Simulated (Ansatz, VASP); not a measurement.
## One calculation of SnSe2, two programs

The input POSCAR:

```
SnSe2
1.0
    3.8110000000      0.0000000000      0.0000000000
   -1.9055000000      3.3004228138      0.0000000000
    0.0000000000      0.0000000000      6.1360000000
Sn Se
1 2
Direct
    0.0000000000      0.0000000000      0.0000000000
    0.6666666667      0.3333333333      0.7510000000
    0.3333333333      0.6666666667      0.2490000000
```

File INCAR.step1:

```
ALGO = Normal ; EDIFF = 1E-5
ENCUT = 400 ; GGA = PE
GGA_COMPAT = False ; ISIF = 2
ISMEAR = -1 ; KPAR = 4
LASPH = True ; LCHARG = False
LREAL = False ; LWAVE = True
NBANDS = 20 ; NELM = 120
PREC = Accurate ; SIGMA = 0.05
```

The input INCAR.step2:

```
ALGO = Normal ; EDIFF = 1E-6
ENCUT = 400 ; GGA = PE
GGA_COMPAT = False ; HFSCREEN = 0.2079
ISIF = 2 ; ISMEAR = -1
ISTART = 1 ; KPAR = 4
LASPH = True ; LCHARG = False
LHFCALC = True ; LREAL = False
LWAVE = False ; NBANDS = 20
NELM = 120 ; PREC = Accurate
PRECFOCK = Normal ; SIGMA = 0.05
```

File KPOINTS:

```
k-points
0
Gamma
  6 6 4
```

Contents of input:

```
crystal:
  lattice:
    - [3.811, 0.0, 0.0]
    - [-1.9055, 3.3004228138, 0.0]
    - [0.0, 0.0, 6.136]
  atoms:
    - { symbol: Sn, position: [0.0, 0.0, 0.0] }
    - { symbol: Se, position: [0.6666666667, 0.3333333333, 0.751] }
    - { symbol: Se, position: [0.3333333333, 0.6666666667, 0.249] }
hamiltonian:
  xc: hse06
  pseudopotentials: { kind: paw }
kpoints:
  mp_grid: { grid: [6, 6, 4] }
  band_path:
    path:
      - [[0.0, 0.0, 0.0], [0.5, 0.0, 0.0], [0.3333333333, 0.3333333333, 0.0], [0.0, 0.0, 0.0], [0.0, 0.0, 0.5], [0.5, 0.0, 0.5], [0.3333333333, 0.3333333333, 0.5], [0.0, 0.0, 0.5]]
      - [[0.5, 0.0, 0.5], [0.5, 0.0, 0.0]]
      - [[0.3333333333, 0.3333333333, 0.0], [0.3333333333, 0.3333333333, 0.5]]
    npoints: 4
scf:
  occupations: { method: fermi_dirac, width: 0.05 }
  n_extra_bands: 7
output:
  forces: true
  stress: true
  eigenvalues: true
  fatbands: false
```

Alike in both runs: functional HSE06; k mesh 6 × 6 × 4; occupations fermi-dirac, width 0.05 eV; no spin polarisation.

|  | VASP | Ansatz |
| --- | --- | --- |
| version | VASP 6.6.1 | Ansatz 0.2.0 |
| potentials or method | VASP PAW PBE potentials, release 64 (Sn_d, Se) | Ansatz PAW |
| plane-wave cutoff (eV) | 400 | 420 |
| valence electrons in the cell | 26 | 46 |
| task | single point | band structure |

```tsv
	VASP	Ansatz	Ansatz less VASP
gap on the k mesh at the Fermi level (eV)	1.53	1.53	-0.004
least direct gap on the mesh (eV)	1.91	1.92	+0.010
pressure (GPa)	2.6	2.8	+0.17
traceless stress, the component that is largest in VASP (GPa)	0.99	0.99	+0.009
rms of the force components (eV/Å)	0.149	0.156	+0.0074
```

Atom by atom the forces differ by 0.007 eV/Å (rms over components). The functional is the same, so the differences come from potentials, cutoffs and numerics. VASP's potentials hold 26 valence electrons a cell and Ansatz's 46, so a difference there can come from the potentials and not from the codes.

Noted on Ansatz's run: the k mesh misses the band edges, so the gap on the mesh is wider than the one along the path.
